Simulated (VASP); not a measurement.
Wanted: the native input for a VASP 6.6.1 run.

| Property | Result |
| --- | --- |
| Task | single point |
| Functional | PBEsol |
| Potentials or basis | VASP PAW PBE potentials, release 64 (Ga_d, N) |
| Cutoff | 600 eV |
| k mesh | 8 × 8 × 8 |
| Occupations | gaussian, width 0.01 eV |
| Spin | no spin polarisation |
| Dipole correction | no |
| Further INCAR settings | ALGO = Normal; EDIFF = 1e-06; NBANDS = 16 |

The structure of GaN lies in POSCAR:

```
GaN
1.0
    0.0000000000      2.2535000000      2.2535000000
    2.2535000000      0.0000000000      2.2535000000
    2.2535000000      2.2535000000      0.0000000000
Ga N
1 1
Direct
    0.0000000000      0.0000000000      0.0000000000
    0.2500000000      0.2500000000      0.2500000000
```

The input as run:

INCAR

```
ALGO = Normal
EDIFF = 1E-6
ENCUT = 600
GGA = PS
GGA_COMPAT = False
ISIF = 2
ISMEAR = 0
LASPH = True
LCHARG = False
LREAL = False
LWAVE = False
NBANDS = 16
NELM = 120
PREC = Accurate
SIGMA = 0.01
```

KPOINTS

```
k-points
0
Gamma
  8 8 8
```

Potentials or basis: VASP PAW PBE potentials, release 64 (Ga_d, N).

Run with:

```sh
$ cat potpaw_PBE.64/Ga_d/POTCAR potpaw_PBE.64/N/POTCAR > POTCAR
$ mpirun -np 1 vasp_std > vasp.out
```

Results of the run:

The pressure is -1.5 GPa and the band gap on the k mesh is 1.68 eV.

Caveat: the PAW data sets were made with another functional, which shifts forces and pressure a little.

Run time: 8 s on 1 thread of Intel(R) Xeon(R) 6975P-C (Granite Rapids) (shared host), peak memory 0.16 GiB.
